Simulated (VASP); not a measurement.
Input of a VASP 6.6.1 run:

The input INCAR:

```
ALGO = Normal
EDIFF = 1E-6
ENCUT = 520
GGA = PE
ISIF = 2
ISMEAR = 0
LASPH = True
LCHARG = False
LREAL = False
LWAVE = False
NBANDS = 23
NELM = 100
PREC = Accurate
SIGMA = 0.1
```

Contents of KPOINTS:

```
k-points
0
Gamma
  6 6 6
```

The input POSCAR:

```
Nb2Te
1.0
    5.0408995021      0.0000000000      0.0000000000
   -2.5204497511      4.3655470267      0.0000000000
    0.0000000000      0.0000000000      2.9446966544
Nb Te
2 1
Direct
    0.3333333333      0.6666666667      0.5000000000
    0.6666666667      0.3333333333      0.5000000000
    0.0000000000      0.0000000000      0.5000000000
```

Potentials or basis: VASP PAW PBE potentials, release 64 (Nb_sv, Te).

The run is started by

```bash
$ cat potpaw_PBE.64/Nb_sv/POTCAR potpaw_PBE.64/Te/POTCAR > POTCAR
$ mpirun -np 1 vasp_std > vasp.out
```

Question: What does it give for the band gap on the k mesh?

Answer: Zero (band 16 reaches 11.44 eV, above the bottom of band 17 at 9.39 eV).

Question: Estimate the pressure.

Answer: 0.0 GPa.

Caveat: spin-orbit coupling is left out, which moves the levels of the heavy elements.
